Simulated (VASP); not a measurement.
# MgBiF4 (P4/mmm) in VASP: a series of runs

MgBiF4 is run at these levels: PBE; tasks: single point.

Program: VASP 6.6.1. These are calculated values, not measurements. Logs are shortened: lines on timing, memory, paths and dates and some standing lists are left out, and cuts for length are marked.

## (1) The cell of the first run

The structure is tetragonal, space group P4/mmm (No. 123). The conventional cell has a = 3.669 Å, b = 3.669 Å, c = 6.459 Å, α = 90.00°, β = 90.00°, γ = 90.00°. Bi (site symmetry 4/mmm) has 16 F at 2.93 to 3.71 Å and 4 Bi at 3.67 Å within 3.9 Å. Mg (site symmetry 4/mmm) has 6 F at 1.83 to 1.87 Å within 2.4 Å. F (site symmetry mmm) has 2 Mg at 1.83 Å within 2.4 Å. F (site symmetry 4mm) has 1 Mg at 1.87 Å within 2.5 Å.

## (2) Single point, PBE

The input, INCAR:

```
PREC = Accurate
ENCUT = 520
EDIFF = 1E-7
ISMEAR = -1
SIGMA = 0.1
LREAL = False
LASPH = True
NELM = 60
ALGO = Normal
ISIF = 2
LWAVE = False
LCHARG = False
GGA = PE
NBANDS = 32
```

The input, KPOINTS:

```
Automatic mesh
0
Gamma
  5 5 3
```

The input, POSCAR:

```
MgBiF4
1.0
    3.6685540000      0.0000000000      0.0000000000
    0.0000000000      3.6685540000      0.0000000000
    0.0000000000      0.0000000000      6.4585220000
Bi Mg F
1 1 4
Direct
    0.0000000000      0.0000000000      0.0000000000
    0.5000000000      0.5000000000      0.5000000000
    0.5000000000      0.0000000000      0.5000000000
    0.0000000000      0.5000000000      0.5000000000
    0.5000000000      0.5000000000      0.2100000000
    0.5000000000      0.5000000000      0.7900000000
```

Potentials or basis: VASP PAW PBE potentials, release 64 (Bi_d, Mg, F).

Run with:

```sh
$ cat potpaw_PBE.64/Bi_d/POTCAR potpaw_PBE.64/Mg/POTCAR potpaw_PBE.64/F/POTCAR > POTCAR
$ mpirun -np 1 vasp_std > vasp.out
```

OUTCAR:

```text
PREC = Accurate
   ENCUT = 520
   EDIFF = 1E-7
   ISMEAR = -1
   LREAL = False
   LASPH = True
   NELM = 60
   ISIF = 2
   GGA = PE

 ion  position               nearest neighbor table
   1  0.000  0.000  0.000-
   2  0.500  0.500  0.500-   3 1.83   4 1.83   3 1.83   4 1.83   5 1.87   6 1.87
   3  0.500  0.000  0.500-   2 1.83   2 1.83
   4  0.000  0.500  0.500-   2 1.83   2 1.83
   5  0.500  0.500  0.210-   2 1.87
   6  0.500  0.500  0.790-   2 1.87

  LATTYP: Found a simple tetragonal cell.
 ALAT       =     3.6685540000
 C/A-ratio  =     1.7605089090

  Lattice vectors:

 A1 = (   3.6685540000,   0.0000000000,   0.0000000000)
 A2 = (   0.0000000000,   3.6685540000,   0.0000000000)
 A3 = (   0.0000000000,   0.0000000000,   6.4585220000)

Analysis of symmetry for initial positions (statically):
=====================================================================
 Subroutine PRICEL returns:
 Original cell was already a primitive cell.

 Routine SETGRP: Setting up the symmetry group for a
 simple tetragonal supercell.

 Subroutine GETGRP returns: Found 16 space group operations
 (whereof 16 operations were pure point group operations)
 out of a pool of 16 trial point group operations.

The static configuration has the point symmetry D_4h.

Analysis of symmetry for dynamics (positions and initial velocities):
=====================================================================
 Subroutine PRICEL returns:
 Original cell was already a primitive cell.

 Routine SETGRP: Setting up the symmetry group for a
 simple tetragonal supercell.

 Subroutine GETGRP returns: Found 16 space group operations
 (whereof 16 operations were pure point group operations)
 out of a pool of 16 trial point group operations.

The dynamic configuration has the point symmetry D_4h.

 Subroutine INISYM returns: Found 16 space group operations
 (whereof 16 operations are pure point group operations),
 and found     1 'primitive' translations

----------------------------------------------------------------------------------------

                                     Primitive cell

  volume of cell :      86.9207

  direct lattice vectors                    reciprocal lattice vectors
     3.668554000  0.000000000  0.000000000     0.272586965  0.000000000  0.000000000
     0.000000000  3.668554000  0.000000000     0.000000000  0.272586965  0.000000000
     0.000000000  0.000000000  6.458522000     0.000000000  0.000000000  0.154834187

  length of vectors
     3.668554000  3.668554000  6.458522000     0.272586965  0.272586965  0.154834187

  position of ions in fractional coordinates (direct lattice)
     0.000000000  0.000000000  0.000000000
     0.500000000  0.500000000  0.500000000
     0.500000000  0.000000000  0.500000000
     0.000000000  0.500000000  0.500000000
     0.500000000  0.500000000  0.210000000
     0.500000000  0.500000000  0.790000000

  ion indices of the primitive-cell ions
   primitive index   ion index
                 1           1
                 2           2
                 3           3
                 4           4
                 5           5
                 6           6

----------------------------------------------------------------------------------------

 KPOINTS: Automatic mesh

Automatic generation of k-mesh.
 Grid dimensions read from file:
 generate k-points for:    5    5    3

 Generating k-lattice:

  Cartesian coordinates                     Fractional coordinates (reciprocal lattice)
     0.054517393  0.000000000  0.000000000     0.200000000  0.000000000  0.000000000
     0.000000000  0.054517393  0.000000000     0.000000000  0.200000000  0.000000000
     0.000000000  0.000000000  0.051611396     0.000000000  0.000000000  0.333333333

  Length of vectors
     0.054517393  0.054517393  0.051611396

  Shift w.r.t. Gamma in fractional coordinates (k-lattice)
     0.000000000  0.000000000  0.000000000

 Subroutine IBZKPT returns following result:
 ===========================================

 Found     12 irreducible k-points:

 Following reciprocal coordinates:
            Coordinates               Weight
  0.000000  0.000000  0.000000      1.000000
  0.200000  0.000000  0.000000      4.000000
  0.400000  0.000000  0.000000      4.000000
  0.200000  0.200000  0.000000      4.000000
  0.400000  0.200000  0.000000      8.000000
  0.400000  0.400000  0.000000      4.000000
  0.000000  0.000000  0.333333      2.000000
  0.200000  0.000000  0.333333      8.000000
  0.400000  0.000000  0.333333      8.000000
  0.200000  0.200000  0.333333      8.000000
  0.400000  0.200000  0.333333     16.000000
  0.400000  0.400000  0.333333      8.000000
   k-points           NKPTS =     12   k-points in BZ     NKDIM =     12   number of bands    NBANDS=     32
   number of dos      NEDOS =    301   number of ions     NIONS =      6
   total plane-waves  NPLWV =  37632
   dimension x,y,z NGX =    28 NGY =   28 NGZ =   48
   dimension x,y,z NGXF=    56 NGYF=   56 NGZF=   96
   ions per type =               1   1   4
   NGX,Y,Z   is equivalent  to a cutoff of  12.69, 12.69, 12.36 a.u.
   NGXF,Y,Z  is equivalent  to a cutoff of  25.38, 25.38, 24.71 a.u.
 SYSTEM =  unknown system
   PREC   = accura    normal or accurate (medium, high low for compatibility)
   ISTART =      0    job   : 0-new  1-cont  2-samecut
   ICHARG =      2    charge: 1-file 2-atom 10-const
   ISPIN  =      1    spin polarized calculation?
   LNONCOLLINEAR =      F non collinear calculations
   LSORBIT =      F    spin-orbit coupling
   LASPH  =      T    aspherical Exc in radial PAW
   ENCUT  =  520.0 eV  38.22 Ry    6.18 a.u.   6.82  6.82 12.01*2*pi/ulx,y,z
   NELM   =     60;   NELMIN=  2; NELMDL= -5     # of ELM steps
   EDIFF  = 0.1E-06   stopping-criterion for ELM
   LREAL  =      F    real-space projection
   EDIFFG = 0.1E-05   stopping-criterion for IOM
   NSW    =      0    number of steps for IOM
   IBRION =     -1    ionic relax: 0-MD 1-quasi-New 2-CG
   NFREE  =      0    steps in history (QN), initial steepest desc. (CG)
   ISIF   =      2    stress and relaxation
   ISYM   =      2    0-nonsym 1-usesym 2-fastsym
   POTIM  = 0.5000    time-step for ionic-motion
   TEBEG  =    0.0;   TEEND  =   0.0 temperature during run
   PSTRESS=    0.0 pullay stress
[... 24 lines left out ...]
 NGX is ok and might be reduce to    28
   NGX = 13   NGY = 13   NGZ = 25

 number of electron      44.9999976 magnetization

 Free energy of the ion-electron system (eV)
  ---------------------------------------------------
  ext. energy  EPLUGINS =         0.00000000
  ---------------------------------------------------
  free energy    TOTEN  =       -25.98966793 eV

  energy without entropy =      -25.93734980  energy(sigma->0) =      -25.96350887

 E-fermi :   2.4610     XC(G=0):  -9.6595

 val. band max:        2.2558373397   @ k =   0.4000   0.2000   0.3333
 cond. band min:       2.6267897740   @ k =   0.4000   0.4000   0.3333
 fundamental gap:      0.3709524342
 Fermi energy:         2.4609830877

 k-point     1 :       0.0000    0.0000    0.0000
  band No.  band energies     occupation
      1     -21.9107      2.00000
      2     -21.8171      2.00000
      3     -21.8171      2.00000
      4     -21.7635      2.00000
      5     -21.6527      2.00000
      6     -20.0749      2.00000
[... 24 lines left out ...]
     31      16.6377      0.00000
     32      16.8656      0.00000

 k-point     2 :       0.2000    0.0000    0.0000
  band No.  band energies     occupation
      1     -21.9030      2.00000
      2     -21.8311      2.00000
      3     -21.8163      2.00000
      4     -21.7426      2.00000
      5     -21.6602      2.00000
      6     -20.0404      2.00000
[... 24 lines left out ...]
     31      16.5042      0.00000
     32      16.5547      0.00000

 k-point     3 :       0.4000    0.0000    0.0000
  band No.  band energies     occupation
      1     -21.8934      2.00000
      2     -21.8534      2.00000
      3     -21.8150      2.00000
      4     -21.7059      2.00000
      5     -21.6723      2.00000
      6     -19.9840      2.00000
[... 24 lines left out ...]
     31      15.9288      0.00000
     32      16.2782      0.00000

 k-point     4 :       0.2000    0.2000    0.0000
  band No.  band energies     occupation
      1     -21.8944      2.00000
      2     -21.8322      2.00000
      3     -21.8240      2.00000
      4     -21.7229      2.00000
      5     -21.6732      2.00000
      6     -20.0025      2.00000
[... 24 lines left out ...]
     31      15.0914      0.00000
     32      16.5051      0.00000

 k-point     5 :       0.4000    0.2000    0.0000
  band No.  band energies     occupation
      1     -21.8834      2.00000
      2     -21.8473      2.00000
      3     -21.8231      2.00000
      4     -21.6939      2.00000
      5     -21.6879      2.00000
      6     -19.9415      2.00000
[... 24 lines left out ...]
     31      14.8185      0.00000
     32      16.8212      0.00000

 k-point     6 :       0.4000    0.4000    0.0000
  band No.  band energies     occupation
      1     -21.8703      2.00000
      2     -21.8384      2.00000
      3     -21.8353      2.00000
      4     -21.7274      2.00000
      5     -21.6554      2.00000
      6     -19.8736      2.00000
[... 24 lines left out ...]
     31      15.3335      0.00000
     32      16.9702      0.00000

 k-point     7 :       0.0000    0.0000    0.3333
  band No.  band energies     occupation
      1     -21.9107      2.00000
      2     -21.8171      2.00000
      3     -21.8171      2.00000
      4     -21.7635      2.00000
      5     -21.6526      2.00000
      6     -20.0050      2.00000
[... 24 lines left out ...]
     31      16.9254      0.00000
     32      16.9528      0.00000

 k-point     8 :       0.2000    0.0000    0.3333
  band No.  band energies     occupation
      1     -21.9030      2.00000
      2     -21.8314      2.00000
      3     -21.8163      2.00000
      4     -21.7426      2.00000
      5     -21.6602      2.00000
      6     -19.9757      2.00000
[... 24 lines left out ...]
     31      15.8666      0.00000
     32      16.6107      0.00000

 k-point     9 :       0.4000    0.0000    0.3333
  band No.  band energies     occupation
      1     -21.8934      2.00000
      2     -21.8540      2.00000
      3     -21.8150      2.00000
      4     -21.7059      2.00000
      5     -21.6723      2.00000
      6     -19.9305      2.00000
[... 24 lines left out ...]
     31      15.8135      0.00000
     32      16.1552      0.00000

 k-point    10 :       0.2000    0.2000    0.3333
  band No.  band energies     occupation
      1     -21.8943      2.00000
      2     -21.8326      2.00000
      3     -21.8241      2.00000
      4     -21.7229      2.00000
      5     -21.6731      2.00000
      6     -19.9448      2.00000
[... 24 lines left out ...]
     31      15.0798      0.00000
     32      15.3686      0.00000

 k-point    11 :       0.4000    0.2000    0.3333
  band No.  band energies     occupation
      1     -21.8833      2.00000
      2     -21.8477      2.00000
      3     -21.8231      2.00000
      4     -21.6936      2.00000
      5     -21.6879      2.00000
      6     -19.8956      2.00000
[... 24 lines left out ...]
     31      15.2539      0.00000
     32      15.6461      0.00000

 k-point    12 :       0.4000    0.4000    0.3333
  band No.  band energies     occupation
      1     -21.8703      2.00000
      2     -21.8385      2.00000
      3     -21.8354      2.00000
      4     -21.7268      2.00000
      5     -21.6555      2.00000
      6     -19.8403      2.00000
[... 24 lines left out ...]
     31      15.9888      0.00000
     32      16.4894      0.00000

------------------------ aborting loop because EDIFF is reached ----------------------------------------

  FORCE on cell =-STRESS in cart. coord.  units (eV):
  Direction    XX          YY          ZZ          XY          YZ          ZX
  --------------------------------------------------------------------------------------
  -------------------------------------------------------------------------------------
  Total        2.3511062      2.3511062      3.3410594      0.0000000     -0.0000000     -0.0000000
  in kB       43.3371001     43.3371001     61.5845553      0.0000000     -0.0000000     -0.0000000
  external PRESSURE =      49.4195852 kB  Pullay stress =       0.0000000 kB

 VOLUME and BASIS-vectors are now :
 -----------------------------------------------------------------------------
  energy-cutoff  :      520.00
  volume of cell :       86.92
      direct lattice vectors                 reciprocal lattice vectors
     3.668554000  0.000000000  0.000000000     0.272586965  0.000000000  0.000000000
     0.000000000  3.668554000  0.000000000     0.000000000  0.272586965  0.000000000
     0.000000000  0.000000000  6.458522000     0.000000000  0.000000000  0.154834187

 POSITION                                       TOTAL-FORCE (eV/Angst)
 -----------------------------------------------------------------------------------
      0.00000      0.00000      0.00000         0.000000     -0.000000      0.000000
      1.83428      1.83428      3.22926         0.000000     -0.000000      0.000000
      1.83428      0.00000      3.22926         0.000000     -0.000000      0.000000
      0.00000      1.83428      3.22926         0.000000     -0.000000      0.000000
      1.83428      1.83428      1.35629        -0.000000      0.000000     -2.739577
      1.83428      1.83428      5.10223         0.000000     -0.000000      2.739577
 -----------------------------------------------------------------------------------
    total drift:                                0.000000      0.000000      0.000000

  FREE ENERGIE OF THE ION-ELECTRON SYSTEM (eV)
  ---------------------------------------------------
  free  energy   TOTEN  =       -25.9896679342 eV

  energy  without entropy=      -25.9373498014  energy(sigma->0) =      -25.96350887
```

Wall time 65 s (1 thread of Intel Xeon 8259CL, shared host); peak memory 0.19 GiB.

Results:

| Quantity | Value |
| --- | --- |
| Free energy | -25.9897 eV |
| Pressure | 4.9 GPa |
| Largest force | 2.740 eV/Å |

Forces on the atoms (eV/Å):
```
Bi   0.000  0.000  0.000
Mg   0.000  0.000  0.000
F    0.000  0.000  0.000
F    0.000  0.000  0.000
F    0.000  0.000 -2.740
F    0.000  0.000  2.740
```

Stress tensor (GPa, compression positive):
```
4.33 0.00 0.00
0.00 4.33 0.00
0.00 0.00 6.16
```

Caveat: spin-orbit coupling is left out, which moves the levels of the heavy elements; an odd number of electrons without spin polarisation forces a metal; a magnetic or distorted state may lie lower.

## (3) Single point, PBE

The input, INCAR:

```
SYSTEM = MgBiF4
PREC = Accurate
ENCUT = 520
EDIFF = 1E-6
ISMEAR = -1
SIGMA = 0.1
LREAL = .False.
LASPH = .True.
NELM = 80
ALGO = Normal
ISIF = 2
LWAVE = .False.
LCHARG = .False.
GGA = PE
NBANDS = 32
```

The input, KPOINTS:

```
regular mesh
0
Gamma
  5 5 3
  0 0 0
```

POSCAR is that of step 2.

Potentials or basis: VASP PAW PBE potentials, release 64 (Bi_d, Mg, F).

Run with:

```sh
$ cat potpaw_PBE.64/Bi_d/POTCAR potpaw_PBE.64/Mg/POTCAR potpaw_PBE.64/F/POTCAR > POTCAR
$ mpirun -np 1 vasp_std > vasp.out
```

It took 63 s on 1 thread of Intel Xeon 8259CL, shared host; peak memory 0.19 GiB.

The run converged. Its results:

```yaml
Free_energy: -25.9897 eV
Pressure: 4.9 GPa
Largest_force: 2.740 eV/Å
```

Forces in eV/Å, atoms in the order of the input:
```
Bi   0.000  0.000  0.000
Mg   0.000  0.000  0.000
F    0.000  0.000  0.000
F    0.000  0.000  0.000
F    0.000  0.000 -2.740
F    0.000  0.000  2.740
```

Stress tensor (GPa, compression positive):
```
4.34 0.00 0.00
0.00 4.34 0.00
0.00 0.00 6.16
```

Levels at points of the mesh, in eV from the Fermi level:
| k point | band 19 | band 20 | band 21 | band 22 | band 23 | band 24 | band 25 | band 26 |
| --- | --- | --- | --- | --- | --- | --- | --- | --- |
| (0.00, 0.00, 0.00) | -2.44 | -1.47 | -0.96 | -0.96 | 0.42 | 2.99 | 2.99 | 7.26 |

Caveat: spin-orbit coupling is left out, which moves the levels of the heavy elements; an odd number of electrons without spin polarisation forces a metal; a magnetic or distorted state may lie lower.

## (4) Single point, PBE

The input, INCAR:

```
ALGO = Normal
EDIFF = 1E-6
ENCUT = 520
GGA = PE
ISIF = 2
ISMEAR = 1
LASPH = T
LCHARG = T
LELF = T
LREAL = F
LVHAR = T
LWAVE = F
NBANDS = 32
NELM = 60
PREC = Accurate
SIGMA = 0.01
```

The input, KPOINTS:

```
k-points
0
Gamma
  5 5 3
```

POSCAR is that of step 3.

Run with:

```sh
$ cat potpaw_PBE.64/Bi_d/POTCAR potpaw_PBE.64/Mg/POTCAR potpaw_PBE.64/F/POTCAR > POTCAR
$ mpirun -np 1 vasp_std > vasp.out
```

Wall time 67 s (1 thread of Intel Xeon 8259CL, shared host); peak memory 0.19 GiB.

The run converged. Its results:

```yaml
Free_energy: -25.9703 eV
Pressure: 4.8 GPa
Largest_force: 2.786 eV/Å
```

Forces in eV/Å, atoms in the order of the input:
```
Bi   0.000  0.000  0.000
Mg   0.000  0.000  0.000
F    0.000  0.000  0.000
F    0.000  0.000  0.000
F    0.000  0.000 -2.786
F    0.000  0.000  2.786
```

Stress tensor (GPa, compression positive):
```
4.28 0.00 0.00
0.00 4.28 0.00
0.00 0.00 5.98
```

Levels at points of the mesh, in eV from the Fermi level:
```tsv
k point	band 19	band 20	band 21	band 22	band 23	band 24	band 25	band 26
(0.00, 0.00, 0.00)	-2.22	-1.24	-0.72	-0.72	0.63	3.18	3.18	7.45
```

Caveat: spin-orbit coupling is left out, which moves the levels of the heavy elements; an odd number of electrons without spin polarisation forces a metal; a magnetic or distorted state may lie lower.

## (5) Single point, PBE, collinear spin, zero start

The input, INCAR:

```
ALGO = Normal
EDIFF = 1E-6
ENCUT = 520
GGA = PE
ISIF = 2
ISMEAR = -1
ISPIN = 2
LASPH = T
LCHARG = F
LORBIT = 11
LREAL = F
LWAVE = F
MAGMOM = 0 0 0 0 0 0
NBANDS = 36
NELM = 150
PREC = Accurate
SIGMA = 0.025
```

KPOINTS is that of step 4.

POSCAR is that of step 4.

Run with:

```sh
$ cat potpaw_PBE.64/Bi_d/POTCAR potpaw_PBE.64/Mg/POTCAR potpaw_PBE.64/F/POTCAR > POTCAR
$ mpirun -np 1 vasp_std > vasp.out
```

Run time: 2.2 min. Hardware: 1 thread of Intel Xeon 8259CL, shared host; peak memory 0.24 GiB.

The run converged. Its results:

| Quantity | Value |
| --- | --- |
| Free energy | -25.9719 eV |
| Pressure | 4.9 GPa |
| Largest force | 2.787 eV/Å |
| Net moment | 0.00 μB per cell |
| Valence electrons inside the program's atomic spheres | Bi 12.30; Mg 0.55; F 6.17, 6.06 |

Forces in eV/Å, atoms in the order of the input:
```
Bi   0.000  0.000  0.000
Mg   0.000  0.000  0.000
F    0.000  0.000  0.000
F    0.000  0.000  0.000
F    0.000  0.000 -2.787
F    0.000  0.000  2.787
```

Stress tensor (GPa, compression positive):
```
4.29 0.00 0.00
0.00 4.29 0.00
0.00 0.00 6.00
```

Levels at points of the mesh, in eV from the Fermi level:
Spin up:
```csv
k point,band 18,band 19,band 20,band 21,band 22,band 23,band 24,band 25,band 26,band 27
"(0.00, 0.00, 0.00)",-2.70,-2.30,-1.32,-0.80,-0.80,0.54,3.10,3.10,7.37,7.65
```
Spin down:
```csv
k point,band 18,band 19,band 20,band 21,band 22,band 23,band 24,band 25,band 26,band 27
"(0.00, 0.00, 0.00)",-2.70,-2.30,-1.32,-0.80,-0.80,0.54,3.10,3.10,7.37,7.65
```

Caveat: spin-orbit coupling is left out, which moves the levels of the heavy elements; forces of over 1 eV/Å act on the atoms, so gaps and moduli don't describe the material at rest.

## (6) The runs side by side

| spin | smearing | gap on the mesh (eV) | pressure (GPa) | largest force (eV/Å) |
| --- | --- | --- | --- | --- |
| off | fermi-dirac 0.1 eV | none | 4.9 | 2.74 |
| off | methfessel-paxton 0.01 eV | none | 4.8 | 2.79 |
| collinear, zero start | fermi-dirac 0.025 eV | none | 4.9 | 2.79 |

Alike in all rows: task single point; level PBE; potentials or basis VASP PAW PBE potentials, release 64 (Bi_d, Mg, F); cell as given; k mesh 5 × 5 × 3; cutoff (eV) 520.

Every run on the cell as given and a fine mesh finds a metal.

Caveats: spin-orbit coupling is left out, which moves the levels of the heavy elements; an odd number of electrons without spin polarisation forces a metal (some runs); a magnetic or distorted state may lie lower (some runs); forces of over 1 eV/Å act on the atoms, so gaps and moduli don't describe the material at rest (some runs).

Absolute energies hang on the potentials; compare differences alone.
